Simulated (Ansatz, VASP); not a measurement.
**One calculation of CuI, two programs**

```
Cu I
1.0
     3.74557   -3.72342    0.00000
     3.74557    3.72342    0.00000
     0.00000    0.00000    4.32131
Cu I
2 2
Direct
  0.42044 0.57956 0.75000
  0.57956 0.42044 0.25000
  0.77004 0.22996 0.75000
  0.22996 0.77004 0.25000
```

Change from the starting cell: volume scaled by 1.01, crystal datasets.

Alike in both runs: task electric field gradients; functional PBE; k mesh 5 × 5 × 6; occupations fermi-dirac, width 0.02 eV; no spin polarisation.

```csv
,VASP,Ansatz
version,VASP 6.6.1,Ansatz 0.2.0
potentials or method,"VASP PAW PBE potentials, release 64 (Cu, I), cutoff 520 eV","all-electron PAW with datasets made for the crystal, scalar-relativistic"
```

|  | VASP | Ansatz | Ansatz less VASP |
| --- | --- | --- | --- |
| gap on the k mesh at the Fermi level (eV) | 1.03 | 1.01 | -0.017 |
| pressure (GPa) | 1.0 | 0.9 | -0.05 |
| traceless stress, the component that is largest in VASP (GPa) | -0.18 | -0.12 | +0.053 |
| rms of the force components (eV/Å) | 0.048 | 0.043 | -0.0048 |
| size of Vzz on the site where it differs most (V/Å²) | 407.2 | 420.7 | +13.57 |

Atom by atom the forces differ by 0.005 eV/Å (rms over components). Ansatz ran all-electron here, and VASP with PAW potentials.

Neither program's run includes spin-orbit coupling.
